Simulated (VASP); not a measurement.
Crystal: B.

```
CELL_PARAMETERS angstrom
2.45895 1.41968 4.19350
-2.45895 1.41968 4.19350
0.00000 -2.83935 4.19350
ATOMIC_POSITIONS crystal
B 0.77882 0.77882 0.36940
B 0.36940 0.77882 0.77882
B 0.77882 0.36940 0.77882
B 0.63060 0.22118 0.22118
B 0.22118 0.22118 0.63060
B 0.22118 0.63060 0.22118
B 0.98981 0.98981 0.34639
B 0.34639 0.98981 0.98981
B 0.98981 0.34639 0.98981
B 0.65361 0.01019 0.01019
B 0.01019 0.01019 0.65361
B 0.01019 0.65361 0.01019
```

```yaml
Program: VASP 6.6.1
Task: relaxation of cell and atoms
Functional: LDA
Potentials_or_basis: VASP PAW LDA potentials, release 64 (B)
Cutoff: 480 eV
k_mesh: 5 × 5 × 5
Occupations: gaussian, width 0.03 eV
Spin: no spin polarisation
```

At the start: pressure -10.4 GPa; volume 7.32 Å³/atom.

Question: How do energy, volume and symmetry change on relaxing?

Answer: Over 9 steps the energy falls by 10.8 meV/atom and the volume is 7.00 Å³/atom (-4.4 %); space group R-3m (No. 166, to 0.1 Å) before and after.

The path:
```
step  energy change (eV)  largest force (eV/Å)  pressure (GPa)  volume (Å³)
   1              0.0000                0.3424          -10.38        87.83
   2             -0.0165                0.8027            8.57        81.94
   3             -0.1205                0.2200           -1.14        84.70
   4             -0.1280                0.2515            0.48        83.79
   5             -0.1305                0.0958           -0.08        84.09
   6             -0.1319                0.0610            0.07        83.90
   7             -0.1322                0.0270            0.02        83.96
   8             -0.1323                0.0022           -0.01        83.96
   9             -0.1299                0.0022            0.02        83.96
```

Final structure:
```
B
1.0
     2.42173    1.39819    4.13270
    -2.42173    1.39819    4.13270
     0.00000   -2.79638    4.13270
B
12
Direct
  0.77849 0.77849 0.37002
  0.37002 0.77849 0.77849
  0.77849 0.37002 0.77849
  0.62998 0.22151 0.22151
  0.22151 0.22151 0.62998
  0.22151 0.62998 0.22151
  0.98953 0.98953 0.34573
  0.34573 0.98953 0.98953
  0.98953 0.34573 0.98953
  0.65427 0.01047 0.01047
  0.01047 0.01047 0.65427
  0.01047 0.65427 0.01047
```
